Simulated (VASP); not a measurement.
**NiO: single point with LDA+U**

The system is NiO.

```
CELL_PARAMETERS angstrom
0.00000 2.09131 2.09131
2.09131 0.00000 2.09131
2.09131 2.09131 0.00000
ATOMIC_POSITIONS crystal
Ni 0.00000 0.00000 0.00000
O 0.50000 0.50000 0.50000
```

```json
{"Program": "VASP 6.6.1", "Task": "single point", "Functional": "LDA", "Potentials or basis": "VASP PAW LDA potentials, release 64 (Ni_sv_GW, O)", "Cutoff": "700 eV", "k mesh": "6 × 6 × 6", "Occupations": "gaussian, width 0.05 eV", "Spin": "collinear spin, ferromagnetic start", "Starting moments": "[0.5, 0.0] μB", "Hubbard terms": "Ni d U = 4.2 eV"}
```

* Pressure: -9.7 GPa
* Band gap on the k mesh: 0.89 eV (least direct gap 1.84 eV)
* Net moment: 2.00 μB per cell
* Site moments: Ni +1.70; O +0.25 μB
* Valence electrons inside the program's atomic spheres: Ni 16.14; O 4.98

Levels at points of the mesh, in eV from the valence-band top:
Spin up:
```csv
k point,band 11,band 12,band 13,band 14,band 15,band 16
"(0.00, 0.00, 0.00)",-2.25,-2.25,-2.25,1.99,17.99,18.63
"(0.50, 0.00, 0.00)",-2.55,0.00,0.00,5.89,10.31,14.11
"(0.50, 0.50, 0.00)",-3.62,-3.13,-3.13,6.26,10.96,11.95
```
Spin down:
| k point | band 9 | band 10 | band 11 | band 12 | band 13 | band 14 |
| --- | --- | --- | --- | --- | --- | --- |
| (0.00, 0.00, 0.00) | -1.79 | -1.79 | -1.79 | 0.89 | 0.89 | 2.35 |
| (0.50, 0.00, 0.00) | -1.77 | -1.77 | -1.41 | 3.57 | 3.57 | 6.11 |
| (0.50, 0.50, 0.00) | -3.19 | -1.86 | -1.86 | 1.36 | 1.91 | 6.75 |

Eigenvalues of the final occupation matrices:
```tsv
site	spin	trace	eigenvalues
site 1 d	1	4.73	0.93 0.93 0.93 0.97 0.97
site 1 d	2	3.04	0.14 0.14 0.92 0.92 0.92
```

It took 21 s on 1 thread of Intel(R) Xeon(R) 6975P-C (Granite Rapids), on a shared host, peak memory 0.17 GiB.

Caveat: the k points lie up to 0.43 Å⁻¹ apart; a cell with one magnetic atom can't hold antiferromagnetic order, which such compounds often take. A k mesh can miss the band edges.
